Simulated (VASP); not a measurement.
# Ba (P4/mmm) in VASP: further runs

Ba is run at these levels: PBEsol; tasks: single point.

All numbers are computed with VASP 6.6.1; they aren't measurements. Logs are shortened: lines on timing, memory, paths and dates and some standing lists are left out, and cuts for length are marked.

### 1 The cell of the first run

The structure is tetragonal, space group P4/mmm (No. 123). The conventional cell has a = 3.940 Å, b = 3.940 Å, c = 3.497 Å, α = 90.00°, β = 90.00°, γ = 90.00°. Within 4.6 Å of Ba (site symmetry 4/mmm) lie 6 Ba at 3.50 to 3.94 Å.

### 2 Single point, PBEsol (strain -0.015 along x and y, -0.030 along z)

The input, INCAR:

```
SYSTEM = Ba
  PREC = Accurate
  ENCUT = 520
  EDIFF = 1E-6
  ISMEAR = 0
  SIGMA = 0.15
  LREAL = .FALSE.
  LASPH = .TRUE.
  NELM = 80
  ALGO = Fast
  ISIF = 2
  LWAVE = .FALSE.
  LCHARG = .FALSE.
  GGA = PS
  NBANDS = 11
```

The input, KPOINTS:

```
regular mesh
0
G
  12 12 14
  0 0 0
```

The input, POSCAR:

```
Ba
1.0
    3.9396552500      0.0000000000      0.0000000000
    0.0000000000      3.9396552500      0.0000000000
    0.0000000000      0.0000000000      3.4973728300
Ba
1
Direct
    0.5000000000      0.5000000000      0.5000000000
```

Potentials or basis: VASP PAW PBE potentials, release 64 (Ba_sv).

Run with:

```sh
cat potpaw_PBE.64/Ba_sv/POTCAR > POTCAR
mpirun -np 1 vasp_std > vasp.out
```

OUTCAR:

```text
SYSTEM = Ba
   PREC = Accurate
   ENCUT = 520
   EDIFF = 1E-6
   ISMEAR = 0
   LREAL = .FALSE.
   LASPH = .TRUE.
   NELM = 80
   ISIF = 2
   GGA = PS

 ion  position               nearest neighbor table
   1  0.500  0.500  0.500-

  LATTYP: Found a simple tetragonal cell.
 ALAT       =     3.9396552500
 C/A-ratio  =     0.8877357556

  Lattice vectors:

 A1 = (   3.9396552500,   0.0000000000,   0.0000000000)
 A2 = (   0.0000000000,   3.9396552500,   0.0000000000)
 A3 = (   0.0000000000,   0.0000000000,   3.4973728300)

Analysis of symmetry for initial positions (statically):
=====================================================================
 Subroutine PRICEL returns:
 Original cell was already a primitive cell.

 Routine SETGRP: Setting up the symmetry group for a
 simple tetragonal supercell.

 Subroutine GETGRP returns: Found 16 space group operations
 (whereof 16 operations were pure point group operations)
 out of a pool of 16 trial point group operations.

The static configuration has the point symmetry D_4h.

Analysis of symmetry for dynamics (positions and initial velocities):
=====================================================================
 Subroutine PRICEL returns:
 Original cell was already a primitive cell.

 Routine SETGRP: Setting up the symmetry group for a
 simple tetragonal supercell.

 Subroutine GETGRP returns: Found 16 space group operations
 (whereof 16 operations were pure point group operations)
 out of a pool of 16 trial point group operations.

The dynamic configuration has the point symmetry D_4h.

 Subroutine INISYM returns: Found 16 space group operations
 (whereof 16 operations are pure point group operations),
 and found     1 'primitive' translations

----------------------------------------------------------------------------------------

                                     Primitive cell

  volume of cell :      54.2823

  direct lattice vectors                    reciprocal lattice vectors
     3.939655250  0.000000000  0.000000000     0.253829317  0.000000000  0.000000000
     0.000000000  3.939655250  0.000000000     0.000000000  0.253829317  0.000000000
     0.000000000  0.000000000  3.497372830     0.000000000  0.000000000  0.285928910

  length of vectors
     3.939655250  3.939655250  3.497372830     0.253829317  0.253829317  0.285928910

  position of ions in fractional coordinates (direct lattice)
     0.500000000  0.500000000  0.500000000

  ion indices of the primitive-cell ions
   primitive index   ion index
                 1           1

----------------------------------------------------------------------------------------

 KPOINTS: regular mesh

Automatic generation of k-mesh.
 Grid dimensions read from file:
 generate k-points for:   12   12   14

 Generating k-lattice:

  Cartesian coordinates                     Fractional coordinates (reciprocal lattice)
     0.021152443  0.000000000  0.000000000     0.083333333  0.000000000  0.000000000
     0.000000000  0.021152443  0.000000000     0.000000000  0.083333333  0.000000000
     0.000000000  0.000000000  0.020423494     0.000000000  0.000000000  0.071428571

  Length of vectors
     0.021152443  0.021152443  0.020423494

  Shift w.r.t. Gamma in fractional coordinates (k-lattice)
     0.000000000  0.000000000  0.000000000

 Subroutine IBZKPT returns following result:
 ===========================================

 Found    224 irreducible k-points:

 Following reciprocal coordinates:
            Coordinates               Weight
  0.000000  0.000000  0.000000      1.000000
  0.083333  0.000000  0.000000      4.000000
  0.166667  0.000000  0.000000      4.000000
  0.250000  0.000000  0.000000      4.000000
  0.333333  0.000000  0.000000      4.000000
  0.416667  0.000000  0.000000      4.000000
[... 16 lines left out ...]
  0.333333  0.333333  0.000000      4.000000
  0.416667  0.333333  0.000000      8.000000
 [... further k-points ...]
   k-points           NKPTS =    224   k-points in BZ     NKDIM =    224   number of bands    NBANDS=     11
   number of dos      NEDOS =    301   number of ions     NIONS =      1
   total plane-waves  NPLWV =  25200
   dimension x,y,z NGX =    30 NGY =   30 NGZ =   28
   dimension x,y,z NGXF=    60 NGYF=   60 NGZF=   56
   ions per type =               1
   NGX,Y,Z   is equivalent  to a cutoff of  12.66, 12.66, 13.31 a.u.
   NGXF,Y,Z  is equivalent  to a cutoff of  25.32, 25.32, 26.62 a.u.
 SYSTEM =  Ba
   PREC   = accura    normal or accurate (medium, high low for compatibility)
   ISTART =      0    job   : 0-new  1-cont  2-samecut
   ICHARG =      2    charge: 1-file 2-atom 10-const
   ISPIN  =      1    spin polarized calculation?
   LNONCOLLINEAR =      F non collinear calculations
   LSORBIT =      F    spin-orbit coupling
   LASPH  =      T    aspherical Exc in radial PAW
   ENCUT  =  520.0 eV  38.22 Ry    6.18 a.u.   7.33  7.33  6.50*2*pi/ulx,y,z
   NELM   =     80;   NELMIN=  2; NELMDL= -5     # of ELM steps
   EDIFF  = 0.1E-05   stopping-criterion for ELM
   LREAL  =      F    real-space projection
   EDIFFG = 0.1E-04   stopping-criterion for IOM
   NSW    =      0    number of steps for IOM
   IBRION =     -1    ionic relax: 0-MD 1-quasi-New 2-CG
   NFREE  =      0    steps in history (QN), initial steepest desc. (CG)
   ISIF   =      2    stress and relaxation
   ISYM   =      2    0-nonsym 1-usesym 2-fastsym
   POTIM  = 0.5000    time-step for ionic-motion
   TEBEG  =    0.0;   TEEND  =   0.0 temperature during run
   PSTRESS=    0.0 pullay stress
   NELECT =      10.0000    total number of electrons
   NUPDOWN=      -1.0000    fix difference up-down
   EMIN   =  10.00;   EMAX   =-10.00  energy-range for DOS
   EFERMI =   0.00;   METHOD = LEGACY
   ISMEAR =     0;   SIGMA  =   0.15  broadening in eV -4-tet -1-fermi 0-gaus
   EFERMI_NEDOS =   21; number of points for ismear=-14 and -15
   IALGO  =     68    algorithm
   IMIX   =      4    mixing-type and parameters
     AMIX     =   0.40;   BMIX     =  1.00
     AMIX_MAG =   1.60;   BMIX_MAG =  1.00
  volume/ion in A,a.u.               =      54.28       366.32
  Fermi-wavevector in a.u.,A,eV,Ry     =   0.931513  1.760303 11.805988  0.867716
  Thomas-Fermi vector in A             =   2.058014
   LORBIT       =      0    0 simple, 1 ext, 2 COOP (PROOUT), +10 PAW based schemes
   GGA     = PS    functional components
   LHFCALC =     F    Hartree Fock is set to
   AEXX    =    0.0000 exact exchange contribution
   IVDW    =     0    specifies the selected vdW correction
   LEPSILON=     F    determine dielectric tensor
   LRPA    =     F    only Hartree local field effects (RPA)
 non-spin polarized calculation
 RMM-DIIS sequential band-by-band and
 Gauss-broadening in eV      SIGMA  =   0.15
  energy-cutoff  :      520.00
  volume of cell :       54.28
 maximum number of plane-waves:      1489
 NGX is ok and might be reduce to    30
   NGX = 15   NGY = 15   NGZ = 13

 number of electron      10.0000001 magnetization

 Free energy of the ion-electron system (eV)
  ---------------------------------------------------
  ext. energy  EPLUGINS =         0.00000000
  ---------------------------------------------------
  free energy    TOTEN  =        -1.78512259 eV

  energy without entropy =       -1.77405621  energy(sigma->0) =       -1.77958940

 E-fermi :   1.9174     XC(G=0):  -7.9791

 val. band max:        1.9148213749   @ k =   0.5000   0.2500   0.0000
 cond. band min:       1.9205857333   @ k =   0.3333   0.3333   0.5000
 fundamental gap:      0.0057643584
 Fermi energy:         1.9174216156

 k-point     1 :       0.0000    0.0000    0.0000
  band No.  band energies     occupation
      1     -27.0723      2.00000
      2     -11.8557      2.00000
      3     -11.8557      2.00000
      4     -11.3741      2.00000
      5      -0.6160      2.00000
      6       1.8113      1.68304
      7       1.8623      1.39681
      8       6.8858      0.00000
      9       7.9355      0.00000
     10       7.9355      0.00000
     11       9.6926      0.00000

 k-point     2 :       0.0833    0.0000    0.0000
  band No.  band energies     occupation
      1     -27.0682      2.00000
      2     -11.9118      2.00000
      3     -11.8510      2.00000
      4     -11.3701      2.00000
      5      -0.5036      2.00000
      6       1.8433      1.51504
      7       1.9619      0.67489
      8       6.5900      0.00000
      9       7.7253      0.00000
     10       7.9495      0.00000
     11       9.2848      0.00000

 k-point     3 :       0.1667    0.0000    0.0000
  band No.  band energies     occupation
      1     -27.0569      2.00000
      2     -12.0604      2.00000
      3     -11.8381      2.00000
      4     -11.3593      2.00000
      5      -0.2004      2.00000
      6       1.9220      0.96594
      7       2.2543      0.00149
      8       5.9934      0.00000
      9       7.2523      0.00000
     10       7.9883      0.00000
     11       8.5309      0.00000

 k-point     4 :       0.2500    0.0000    0.0000
  band No.  band energies     occupation
      1     -27.0413      2.00000
      2     -12.2541      2.00000
      3     -11.8203      2.00000
      4     -11.3445      2.00000
      5       0.2144      2.00000
      6       2.0336      0.27338
      7       2.6475      0.00000
      8       5.4021      0.00000
      9       6.7438      0.00000
     10       7.9425      0.00000
     11       8.0426      0.00000
[... 239 lines left out ...]
 k-point    22 :       0.5000    0.2500    0.0000
  band No.  band energies     occupation
      1     -26.9797      2.00000
      2     -12.5583      2.00000
      3     -12.1597      2.00000
      4     -11.2863      2.00000
      5       1.6583      1.98544
      6       1.9148      1.01956
      7       3.4368      0.00000
      8       5.1788      0.00000
      9       6.1541      0.00000
     10       7.1068      0.00000
     11       8.7783      0.00000

 k-point    23 :       0.3333    0.3333    0.0000
  band No.  band energies     occupation
      1     -26.9799      2.00000
      2     -12.3701      2.00000
      3     -12.3512      2.00000
      4     -11.2866      2.00000
      5       1.3448      2.00000
      6       2.0767      0.13315
      7       4.3159      0.00000
      8       4.3447      0.00000
      9       6.5340      0.00000
     10       6.6846      0.00000
     11       8.8439      0.00000

 k-point    24 :       0.4167    0.3333    0.0000
  band No.  band energies     occupation
      1     -26.9687      2.00000
      2     -12.4856      2.00000
      3     -12.3412      2.00000
      4     -11.2760      2.00000
      5       1.2746      2.00000
      6       2.0979      0.08881
      7       4.3442      0.00000
      8       5.0732      0.00000
      9       6.3424      0.00000
     10       6.6893      0.00000
     11       8.6778      0.00000

 [... further k-points ...]
[... 5 lines left out ...]
  --------------------------------------------------------------------------------------
  -------------------------------------------------------------------------------------
  Total       -0.3850826     -0.3850826      1.2967281      0.0000000      0.0000000     -0.0000000
  in kB      -11.3659596    -11.3659596     38.2737599      0.0000000      0.0000000     -0.0000000
  external PRESSURE =       5.1806136 kB  Pullay stress =       0.0000000 kB

 VOLUME and BASIS-vectors are now :
 -----------------------------------------------------------------------------
  energy-cutoff  :      520.00
  volume of cell :       54.28
      direct lattice vectors                 reciprocal lattice vectors
     3.939655250  0.000000000  0.000000000     0.253829317  0.000000000  0.000000000
     0.000000000  3.939655250  0.000000000     0.000000000  0.253829317  0.000000000
     0.000000000  0.000000000  3.497372830     0.000000000  0.000000000  0.285928910

 POSITION                                       TOTAL-FORCE (eV/Angst)
 -----------------------------------------------------------------------------------
      1.96983      1.96983      1.74869         0.000000      0.000000      0.000000
 -----------------------------------------------------------------------------------
    total drift:                                0.000000      0.000000      0.000000

  FREE ENERGIE OF THE ION-ELECTRON SYSTEM (eV)
  ---------------------------------------------------
  free  energy   TOTEN  =        -1.7851225923 eV

  energy  without entropy=       -1.7740562110  energy(sigma->0) =       -1.77958940
```

Run time: 64 s. Hardware: 1 thread of Intel Xeon Platinum 8559C (Emerald Rapids), shared host; peak memory 0.26 GiB.

Results:

```yaml
Free_energy: -1.7851 eV
Pressure: 0.5 GPa
Band_gap_on_the_k_mesh: zero (band 5 reaches 2.20 eV, above the bottom of band 6 at 1.48 eV)
```

Stress tensor (GPa, compression positive):
```
-1.14  0.00  0.00
 0.00 -1.14  0.00
 0.00  0.00  3.83
```

Levels at points of the mesh, in eV from the Fermi level:
| k point | band 1 | band 2 | band 3 | band 4 | band 5 | band 6 | band 7 | band 8 | band 9 | band 10 |
| --- | --- | --- | --- | --- | --- | --- | --- | --- | --- | --- |
| (0.00, 0.00, 0.00) | -28.99 | -13.77 | -13.77 | -13.29 | -2.53 | -0.11 | -0.06 | 4.97 | 6.02 | 6.02 |
| (0.50, 0.00, 0.00) | -28.93 | -14.53 | -13.70 | -13.23 | -0.71 | 0.38 | 1.00 | 2.62 | 4.05 | 6.24 |
| (0.50, 0.50, 0.00) | -28.87 | -14.42 | -14.42 | -13.18 | -1.06 | 0.39 | 3.65 | 3.65 | 4.45 | 4.45 |
| (0.00, 0.00, 0.50) | -28.77 | -15.08 | -13.56 | -13.56 | -0.12 | 1.04 | 1.56 | 2.13 | 2.13 | 5.57 |
| (0.50, 0.00, 0.50) | -28.71 | -14.97 | -14.24 | -13.50 | -1.27 | 1.16 | 2.58 | 3.59 | 4.16 | 4.26 |
| (0.50, 0.50, 0.50) | -28.65 | -14.87 | -14.15 | -14.15 | -0.43 | -0.43 | 0.51 | 4.20 | 6.94 | 7.50 |

Caveat: the cell differs from its parent crystal (strain -0.015 along x and y, -0.030 along z); the PAW data sets were made with another functional, which shifts forces and pressure a little; spin-orbit coupling is left out, which moves the levels of the heavy elements.

### 3 Single point, PBEsol (strain +0.000 along x and y, -0.030 along z)

The input, INCAR:

```
SYSTEM = Ba
PREC = Accurate
ENCUT = 520
EDIFF = 1E-6
ISMEAR = 0
SIGMA = 0.15
LREAL = .FALSE.
LASPH = .TRUE.
NELM = 80
ALGO = Fast
ISIF = 2
LWAVE = .FALSE.
LCHARG = .TRUE.
GGA = PS
LELF = .TRUE.
LVHAR = .TRUE.
NBANDS = 11
```

The input, KPOINTS:

```
Automatic mesh
0
G
  12 12 14
  0 0 0
```

The input, POSCAR:

```
Ba
1.0
    3.9996500000      0.0000000000      0.0000000000
    0.0000000000      3.9996500000      0.0000000000
    0.0000000000      0.0000000000      3.4973728300
Ba
1
Direct
    0.5000000000      0.5000000000      0.5000000000
```

Potentials or basis: VASP PAW PBE potentials, release 64 (Ba_sv).

Run with:

```sh
cat potpaw_PBE.64/Ba_sv/POTCAR > POTCAR
mpirun -np 1 vasp_std > vasp.out
```

It took 1.8 min on 1 thread of Intel Xeon Platinum 8559C (Emerald Rapids), shared host; peak memory 0.26 GiB.

The run converged. Its results:

| Quantity | Value |
| --- | --- |
| Free energy | -1.7713 eV |
| Pressure | 0.3 GPa |
| Band gap on the k mesh | zero (band 5 reaches 2.08 eV, above the bottom of band 6 at 1.38 eV) |

Stress tensor (GPa, compression positive):
```
-1.52  0.00  0.00
 0.00 -1.52  0.00
 0.00  0.00  3.86
```

Levels at points of the mesh, in eV from the Fermi level:
```tsv
k point	band 3	band 4	band 5	band 6	band 7	band 8
(0.00, 0.00, 0.00)	-13.84	-13.32	-2.52	-0.09	-0.03	4.76
(0.50, 0.00, 0.00)	-13.78	-13.27	-0.75	0.36	0.91	2.54
(0.50, 0.50, 0.00)	-14.41	-13.22	-0.98	0.32	3.46	3.46
(0.00, 0.00, 0.50)	-13.62	-13.62	-0.09	1.10	1.54	2.00
(0.50, 0.00, 0.50)	-14.22	-13.57	-1.21	1.17	2.42	3.53
(0.50, 0.50, 0.50)	-14.14	-14.14	-0.42	-0.42	0.62	4.19
```

Caveat: the cell differs from its parent crystal (strain +0.000 along x and y, -0.030 along z); the PAW data sets were made with another functional, which shifts forces and pressure a little; spin-orbit coupling is left out, which moves the levels of the heavy elements.
